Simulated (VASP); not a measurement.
# Rh (Fm-3m) in VASP: a series of runs

The runs below take Rh through single point, with PBE.

Everything below comes from runs of VASP 6.6.1. Logs are shortened: lines on timing, memory, paths and dates and some standing lists are left out, and cuts for length are marked.

**1. The cell of the first run**

Symmetry: Fm-3m, No. 225, cubic system. Conventional cell: a = 3.318 Å, b = 3.318 Å, c = 3.318 Å, α = 90.00°, β = 90.00°, γ = 90.00°. Within 3.1 Å of Rh (site symmetry m-3m) lie 12 Rh at 2.35 Å.

**2. Single point, PBE (volume scaled by 0.65)**

INCAR reads:

```
SYSTEM = Rh
ALGO     = Normal         ! electronic algorithm
EDIFF    = 1E-7           ! SCF threshold, eV
ENCUT    = 520            ! plane-wave cutoff, eV
GGA      = PE             ! functional
ISIF     = 2              ! what is computed and relaxed
ISMEAR   = -1             ! smearing method
LASPH    = .True.         ! aspherical terms in the spheres
LCHARG   = .True.         ! write CHGCAR
LELF     = .True.         ! ELF
LREAL    = .False.        ! projectors in reciprocal space
LVHAR    = .True.       
LWAVE    = .False.        ! write WAVECAR
NBANDS   = 14             ! bands
NELM     = 100            ! most SCF steps
PREC     = Accurate       ! precision mode
SIGMA    = 0.05           ! smearing width, eV
```

KPOINTS reads:

```
k-points
0
Gamma
  17 17 17
  0 0 0
```

POSCAR reads:

```
Rh
1.0
    0.0000000000      1.6588408665      1.6588408665
    1.6588408665      0.0000000000      1.6588408665
    1.6588408665      1.6588408665      0.0000000000
Rh
1
Direct
    0.0000000000      0.0000000000      0.0000000000
```

Potentials or basis: VASP PAW PBE potentials, release 64 (Rh_pv).

The run is started by

```console
> cat potpaw_PBE.64/Rh_pv/POTCAR > POTCAR
> mpirun -np 1 vasp_std > vasp.out
```

OUTCAR:

```text
SYSTEM = Rh
   EDIFF = 1E-7
   ENCUT = 520
   GGA = PE
   ISIF = 2
   ISMEAR = -1
   LASPH = .True.
   LREAL = .False.
   NELM = 100
   PREC = Accurate

 ion  position               nearest neighbor table
   1  0.000  0.000  0.000-

  LATTYP: Found a face centered cubic cell.
 ALAT       =     3.3176817330

  Lattice vectors:

 A1 = (   0.0000000000,   1.6588408665,   1.6588408665)
 A2 = (   1.6588408665,   0.0000000000,   1.6588408665)
 A3 = (   1.6588408665,   1.6588408665,   0.0000000000)

Analysis of symmetry for initial positions (statically):
=====================================================================
 Subroutine PRICEL returns:
 Original cell was already a primitive cell.

 Routine SETGRP: Setting up the symmetry group for a
 face centered cubic supercell.

 Subroutine GETGRP returns: Found 48 space group operations
[... 9 lines left out ...]

 Routine SETGRP: Setting up the symmetry group for a
 face centered cubic supercell.

 Subroutine GETGRP returns: Found 48 space group operations
[... 11 lines left out ...]
                                     Primitive cell

  volume of cell :       9.1294

  direct lattice vectors                    reciprocal lattice vectors
     0.000000000  1.658840867  1.658840867    -0.301415289  0.301415289  0.301415289
     1.658840867  0.000000000  1.658840867     0.301415289 -0.301415289  0.301415289
     1.658840867  1.658840867  0.000000000     0.301415289  0.301415289 -0.301415289

  length of vectors
     2.345955251  2.345955251  2.345955251     0.522066596  0.522066596  0.522066596

  position of ions in fractional coordinates (direct lattice)
     0.000000000  0.000000000  0.000000000

  ion indices of the primitive-cell ions
   primitive index   ion index
                 1           1

----------------------------------------------------------------------------------------

 KPOINTS: k-points

Automatic generation of k-mesh.
 Grid dimensions read from file:
 generate k-points for:   17   17   17

 Generating k-lattice:

  Cartesian coordinates                     Fractional coordinates (reciprocal lattice)
    -0.017730311  0.017730311  0.017730311     0.058823529  0.000000000  0.000000000
     0.017730311 -0.017730311  0.017730311     0.000000000  0.058823529  0.000000000
     0.017730311  0.017730311 -0.017730311     0.000000000  0.000000000  0.058823529

  Length of vectors
     0.030709800  0.030709800  0.030709800

  Shift w.r.t. Gamma in fractional coordinates (k-lattice)
     0.000000000  0.000000000  0.000000000

 Subroutine IBZKPT returns following result:
 ===========================================

 Found    165 irreducible k-points:

 Following reciprocal coordinates:
            Coordinates               Weight
  0.000000  0.000000  0.000000      1.000000
  0.058824  0.000000  0.000000      8.000000
  0.117647  0.000000  0.000000      8.000000
  0.176471  0.000000  0.000000      8.000000
  0.235294  0.000000  0.000000      8.000000
  0.294118  0.000000  0.000000      8.000000
[... 16 lines left out ...]
 -0.176471  0.058824  0.000000     24.000000
 -0.117647  0.058824  0.000000     24.000000
 [... further k-points ...]
   k-points           NKPTS =    165   k-points in BZ     NKDIM =    165   number of bands    NBANDS=     14
   number of dos      NEDOS =    301   number of ions     NIONS =      1
   total plane-waves  NPLWV =   5832
   dimension x,y,z NGX =    18 NGY =   18 NGZ =   18
   dimension x,y,z NGXF=    36 NGYF=   36 NGZF=   36
   ions per type =               1
   NGX,Y,Z   is equivalent  to a cutoff of  12.76, 12.76, 12.76 a.u.
   NGXF,Y,Z  is equivalent  to a cutoff of  25.51, 25.51, 25.51 a.u.
 SYSTEM =  Rh
   PREC   = accura    normal or accurate (medium, high low for compatibility)
   ISTART =      0    job   : 0-new  1-cont  2-samecut
   ICHARG =      2    charge: 1-file 2-atom 10-const
   ISPIN  =      1    spin polarized calculation?
   LNONCOLLINEAR =      F non collinear calculations
   LSORBIT =      F    spin-orbit coupling
   LASPH  =      T    aspherical Exc in radial PAW
   ENCUT  =  520.0 eV  38.22 Ry    6.18 a.u.   4.36  4.36  4.36*2*pi/ulx,y,z
   NELM   =    100;   NELMIN=  2; NELMDL= -5     # of ELM steps
   EDIFF  = 0.1E-06   stopping-criterion for ELM
   LREAL  =      F    real-space projection
   EDIFFG = 0.1E-05   stopping-criterion for IOM
   NSW    =      0    number of steps for IOM
   IBRION =     -1    ionic relax: 0-MD 1-quasi-New 2-CG
   NFREE  =      0    steps in history (QN), initial steepest desc. (CG)
   ISIF   =      2    stress and relaxation
   ISYM   =      2    0-nonsym 1-usesym 2-fastsym
   POTIM  = 0.5000    time-step for ionic-motion
   TEBEG  =    0.0;   TEEND  =   0.0 temperature during run
   PSTRESS=    0.0 pullay stress
   NELECT =      15.0000    total number of electrons
   NUPDOWN=      -1.0000    fix difference up-down
   EMIN   =  10.00;   EMAX   =-10.00  energy-range for DOS
   EFERMI =   0.00;   METHOD = LEGACY
   ISMEAR =    -1;   SIGMA  =   0.05  broadening in eV -4-tet -1-fermi 0-gaus
   EFERMI_NEDOS =   21; number of points for ismear=-14 and -15
   IALGO  =     38    algorithm
   IMIX   =      4    mixing-type and parameters
     AMIX     =   0.40;   BMIX     =  1.00
     AMIX_MAG =   1.60;   BMIX_MAG =  1.00
  volume/ion in A,a.u.               =       9.13        61.61
  Fermi-wavevector in a.u.,A,eV,Ry     =   1.931778  3.650531 50.773757  3.731766
  Thomas-Fermi vector in A             =   2.963688
   LORBIT       =      0    0 simple, 1 ext, 2 COOP (PROOUT), +10 PAW based schemes
   GGA     = PE    functional components
   LHFCALC =     F    Hartree Fock is set to
   AEXX    =    0.0000 exact exchange contribution
   IVDW    =     0    specifies the selected vdW correction
   LEPSILON=     F    determine dielectric tensor
   LRPA    =     F    only Hartree local field effects (RPA)
 non-spin polarized calculation
  energy-cutoff  :      520.00
  volume of cell :        9.13
 maximum number of plane-waves:       262
 NGX is ok and might be reduce to    18
   NGX =  9   NGY =  9   NGZ =  9

 number of electron      14.9999996 magnetization

 Free energy of the ion-electron system (eV)
  ---------------------------------------------------
  ext. energy  EPLUGINS =         0.00000000
  ---------------------------------------------------
  free energy    TOTEN  =        -3.98097441 eV

  energy without entropy =       -3.97701158  energy(sigma->0) =       -3.97899300

 E-fermi :  21.2202     XC(G=0): -16.8390

 val. band max:       21.1885602746   @ k =   0.4118   0.2353   0.0588
 cond. band min:      21.2203641512   @ k =   0.3529   0.0588   0.0000
 fundamental gap:      0.0318038766
 Fermi energy:        21.2202466769

 k-point     1 :       0.0000    0.0000    0.0000
  band No.  band energies     occupation
      1     -25.9392      2.00000
      2     -25.9392      2.00000
      3     -25.9392      2.00000
      4      10.1513      2.00000
      5      15.4253      2.00000
      6      15.4253      2.00000
      7      15.4253      2.00000
      8      19.3583      2.00000
      9      19.3583      2.00000
     10      35.8030      0.00000
     11      40.5692      0.00000
     12      43.9123      0.00000
     13      43.9123      0.00000
     14      43.9123      0.00000

 k-point     2 :       0.0588    0.0000    0.0000
  band No.  band energies     occupation
      1     -26.0419      2.00000
      2     -25.9515      2.00000
      3     -25.9515      2.00000
      4      10.3677      2.00000
      5      15.3031      2.00000
      6      15.5222      2.00000
      7      15.5222      2.00000
      8      19.2834      2.00000
      9      19.2834      2.00000
     10      36.2057      0.00000
     11      40.5690      0.00000
     12      43.0326      0.00000
     13      44.2911      0.00000
     14      44.2911      0.00000

 k-point     3 :       0.1176    0.0000    0.0000
  band No.  band energies     occupation
      1     -26.3318      2.00000
      2     -25.9867      2.00000
      3     -25.9867      2.00000
      4      10.9479      2.00000
      5      15.0389      2.00000
      6      15.7701      2.00000
      7      15.7701      2.00000
      8      19.1233      2.00000
      9      19.1233      2.00000
     10      37.2880      0.00000
     11      40.5669      0.00000
     12      41.3378      0.00000
     13      45.3912      0.00000
     14      45.3912      0.00000

 k-point     4 :       0.1765    0.0000    0.0000
  band No.  band energies     occupation
      1     -26.7603      2.00000
      2     -26.0395      2.00000
      3     -26.0395      2.00000
      4      11.6101      2.00000
      5      14.9804      2.00000
      6      16.0223      2.00000
      7      16.0223      2.00000
      8      19.0743      2.00000
      9      19.0743      2.00000
     10      38.2805      0.00000
     11      40.1690      0.00000
     12      40.5768      0.00000
     13      47.1170      0.00000
     14      47.1170      0.00000

 k-point     5 :       0.2353    0.0000    0.0000
  band No.  band energies     occupation
      1     -27.2605      2.00000
      2     -26.1027      2.00000
      3     -26.1027      2.00000
      4      11.8397      2.00000
      5      15.6843      2.00000
      6      16.0679      2.00000
      7      16.0679      2.00000
      8      19.3879      2.00000
      9      19.3879      2.00000
     10      37.3726      0.00000
     11      40.5658      0.00000
     12      41.1064      0.00000
     13      49.3359      0.00000
     14      49.3359      0.00000

 k-point     6 :       0.2941    0.0000    0.0000
  band No.  band energies     occupation
      1     -27.7614      2.00000
      2     -26.1675      2.00000
      3     -26.1675      2.00000
      4      11.5972      2.00000
      5      15.8736      2.00000
      6      15.8736      2.00000
      7      17.1720      2.00000
      8      20.0978      2.00000
      9      20.0978      2.00000
     10      36.1731      0.00000
     11      40.5638      0.00000
     12      41.5346      0.00000
     13      51.6166      0.00000
     14      51.6166      0.00000

 k-point     7 :       0.3529    0.0000    0.0000
  band No.  band energies     occupation
      1     -28.1983      2.00000
      2     -26.2251      2.00000
      3     -26.2251      2.00000
      4      11.2341      2.00000
      5      15.5923      2.00000
      6      15.5923      2.00000
      7      18.9882      2.00000
      8      20.9899      1.98023
      9      20.9899      1.98023
     10      35.2904      0.00000
     11      40.1794      0.00000
     12      40.5991      0.00000
     13      49.1553      0.00000
     14      49.1553      0.00000
[... 205 lines left out ...]
 k-point    20 :      -0.3529    0.0588    0.0000
  band No.  band energies     occupation
      1     -28.2998      2.00000
      2     -26.3426      2.00000
      3     -26.2242      2.00000
      4      11.3015      2.00000
      5      15.3867      2.00000
      6      15.6097      2.00000
      7      18.8027      2.00000
      8      20.7809      1.99969
      9      22.6164      0.00000
     10      35.4147      0.00000
     11      39.5327      0.00000
     12      40.5823      0.00000
     13      47.1449      0.00000
     14      49.1126      0.00000

 k-point    21 :      -0.2941    0.0588    0.0000
  band No.  band energies     occupation
      1     -27.9075      2.00000
      2     -26.2950      2.00000
      3     -26.1605      2.00000
      4      11.6601      2.00000
      5      15.6850      2.00000
      6      15.8885      2.00000
      7      17.2677      2.00000
      8      19.7841      2.00000
      9      21.5021      0.00711
     10      36.1846      0.00000
     11      40.5608      0.00000
     12      41.3489      0.00000
     13      48.9316      0.00000
     14      50.8659      0.00000

 k-point    22 :      -0.2353    0.0588    0.0000
  band No.  band energies     occupation
      1     -27.4359      2.00000
      2     -26.2304      2.00000
      3     -26.0929      2.00000
      4      11.9884      2.00000
      5      15.5786      2.00000
      6      16.1492      2.00000
      7      16.1889      2.00000
      8      18.9442      2.00000
      9      20.4865      2.00000
     10      37.2928      0.00000
     11      40.5674      0.00000
     12      41.5560      0.00000
     13      48.7196      0.00000
     14      50.9846      0.00000

 k-point    23 :      -0.1765    0.0588    0.0000
  band No.  band energies     occupation
      1     -26.9450      2.00000
      2     -26.1564      2.00000
      3     -26.0305      2.00000
      4      11.9539      2.00000
      5      14.7955      2.00000
      6      16.1840      2.00000
      7      16.2022      2.00000
      8      18.5428      2.00000
      9      19.7721      2.00000
     10      38.4943      0.00000
     11      40.3998      0.00000
     12      40.5822      0.00000
     13      46.7950      0.00000
     14      48.7183      0.00000

 k-point    24 :      -0.1176    0.0588    0.0000
  band No.  band energies     occupation
      1     -26.5043      2.00000
      2     -26.0812      2.00000
      3     -25.9820      2.00000
      4      11.3624      2.00000
      5      14.7636      2.00000
      6      15.9302      2.00000
      7      16.0475      2.00000
      8      18.6548      2.00000
      9      19.4531      2.00000
     10      38.0628      0.00000
     11      40.5577      0.00000
     12      40.7861      0.00000
     13      45.2387      0.00000
     14      46.6935      0.00000

 [... further k-points ...]
[... 5 lines left out ...]
  --------------------------------------------------------------------------------------
  -------------------------------------------------------------------------------------
  Total       18.5661184     18.5661184     18.5661184      0.0000000     -0.0000000      0.0000000
  in kB     3258.2734170   3258.2734170   3258.2734170      0.0000000     -0.0000000      0.0000000
  external PRESSURE =    3258.2734170 kB  Pullay stress =       0.0000000 kB

 VOLUME and BASIS-vectors are now :
 -----------------------------------------------------------------------------
  energy-cutoff  :      520.00
  volume of cell :        9.13
      direct lattice vectors                 reciprocal lattice vectors
     0.000000000  1.658840867  1.658840867    -0.301415289  0.301415289  0.301415289
     1.658840867  0.000000000  1.658840867     0.301415289 -0.301415289  0.301415289
     1.658840867  1.658840867  0.000000000     0.301415289  0.301415289 -0.301415289

 POSITION                                       TOTAL-FORCE (eV/Angst)
 -----------------------------------------------------------------------------------
      0.00000      0.00000      0.00000        -0.000000     -0.000000      0.000000
 -----------------------------------------------------------------------------------
    total drift:                                0.000000     -0.000000      0.000000

  FREE ENERGIE OF THE ION-ELECTRON SYSTEM (eV)
  ---------------------------------------------------
  free  energy   TOTEN  =        -3.9809744143 eV

  energy  without entropy=       -3.9770115822  energy(sigma->0) =       -3.97899300
```

It took 12 s on 1 thread of AMD EPYC 9R45 (Zen 5), shared host; peak memory 0.1 GiB.

Results:

```
Free energy : -3.9810 eV
Pressure    : 325.8 GPa
```

**3. Single point, PBE (volume scaled by 0.75)**

INCAR reads:

```
SYSTEM = Rh
PREC = Accurate
ENCUT = 520
EDIFF = 1E-6
ISMEAR = -1
SIGMA = 0.05
LREAL = .FALSE.
LASPH = .TRUE.
NELM = 60
ALGO = Normal
ISIF = 2
LWAVE = .FALSE.
LCHARG = .TRUE.
GGA = PE
LELF = .TRUE.
LVHAR = .TRUE.
NBANDS = 14
```

KPOINTS reads:

```
regular mesh
0
G
  17 17 17
  0 0 0
```

POSCAR reads:

```
Rh
1.0
    0.0000000000      1.7398856044      1.7398856044
    1.7398856044      0.0000000000      1.7398856044
    1.7398856044      1.7398856044      0.0000000000
Rh
1
Direct
    0.0000000000      0.0000000000      0.0000000000
```

Potentials or basis: VASP PAW PBE potentials, release 64 (Rh_pv).

The run is started by

```console
> cat potpaw_PBE.64/Rh_pv/POTCAR > POTCAR
> mpirun -np 1 vasp_std > vasp.out
```

It took 10 s on 1 thread of AMD EPYC 9R45 (Zen 5), shared host; peak memory 0.1 GiB.

Results (log left out):

```yaml
Free_energy: -5.9997 eV
Pressure: 153.5 GPa
```

Levels at points of the mesh, in eV from the Fermi level:
```
           k point  band 4  band 5  band 6  band 7  band 8  band 9  band 10  band 11
(0.00, 0.00, 0.00)  -10.00   -4.65   -4.65   -4.65   -1.49   -1.49    15.36    19.76
```

**4. Single point, PBE (volume scaled by 0.85)**

INCAR reads:

```
  ALGO = Normal
  EDIFF = 1E-7
  ENCUT = 520
  GGA = PE
  ISIF = 2
  ISMEAR = -1
  LASPH = True
  LCHARG = True
  LELF = True
  LREAL = False
  LVHAR = True
  LWAVE = False
  NBANDS = 14
  NELM = 60
  PREC = Accurate
  SIGMA = 0.05
```

KPOINTS reads:

```
k-points
0
Gamma
  17 17 17
```

POSCAR reads:

```
Rh
1.0
    0.0000000000      1.8140109973      1.8140109973
    1.8140109973      0.0000000000      1.8140109973
    1.8140109973      1.8140109973      0.0000000000
Rh
1
Direct
    0.0000000000      0.0000000000      0.0000000000
```

The run is started by

```console
> cat potpaw_PBE.64/Rh_pv/POTCAR > POTCAR
> mpirun -np 1 vasp_std > vasp.out
```

Wall time 14 s (1 thread of AMD EPYC 9R45 (Zen 5), shared host); peak memory 0.11 GiB.

It converged, with:

```
Free energy : -6.9100 eV
Pressure    : 63.4 GPa
```

Levels at points of the mesh, in eV from the Fermi level:
| k point | band 4 | band 5 | band 6 | band 7 | band 8 | band 9 | band 10 | band 11 |
| --- | --- | --- | --- | --- | --- | --- | --- | --- |
| (0.00, 0.00, 0.00) | -9.03 | -3.83 | -3.83 | -3.83 | -1.23 | -1.23 | 15.77 | 20.12 |

**5. Single point, PBE (volume scaled by 0.85)**

INCAR reads:

```
SYSTEM = Rh
PREC = Accurate
ENCUT = 520
EDIFF = 1E-6
ISMEAR = -1
SIGMA = 0.05
LREAL = .False.
LASPH = .True.
NELM = 60
ALGO = Normal
ISIF = 2
LWAVE = .False.
LCHARG = .True.
GGA = PE
LELF = .True.
LVHAR = .True.
NBANDS = 14
```

KPOINTS reads:

```
regular mesh
0
Gamma
  17 17 17
  0 0 0
```

POSCAR is that of step 4.

The run is started by

```console
> cat potpaw_PBE.64/Rh_pv/POTCAR > POTCAR
> mpirun -np 1 vasp_std > vasp.out
```

It took 12 s on 1 thread of AMD EPYC 9R45 (Zen 5), shared host; peak memory 0.11 GiB.

The run converged. Its results:

```yaml
Free_energy: -6.9100 eV
Pressure: 63.5 GPa
```

Levels at points of the mesh, in eV from the Fermi level:
| k point | band 5 | band 6 | band 7 | band 8 | band 9 | band 10 |
| --- | --- | --- | --- | --- | --- | --- |
| (0.00, 0.00, 0.00) | -3.83 | -3.83 | -3.83 | -1.23 | -1.23 | 15.77 |

**6. The runs side by side**

| cell | gap on the mesh (eV) | pressure (GPa) |
| --- | --- | --- |
| a = 2.346 Å, angles 60.0°, 1 atom | none | 325.8 |
| a = 2.461 Å, angles 60.0°, 1 atom | none | 153.5 |
| a = 2.565 Å, angles 60.0°, 1 atom | none | 63.5 |

Alike in all rows: task single point; level PBE; potentials or basis VASP PAW PBE potentials, release 64 (Rh_pv); no spin polarisation; k mesh 17 × 17 × 17; cutoff (eV) 520; smearing fermi-dirac 0.05 eV.

Absolute energies hang on the potentials; compare differences alone.
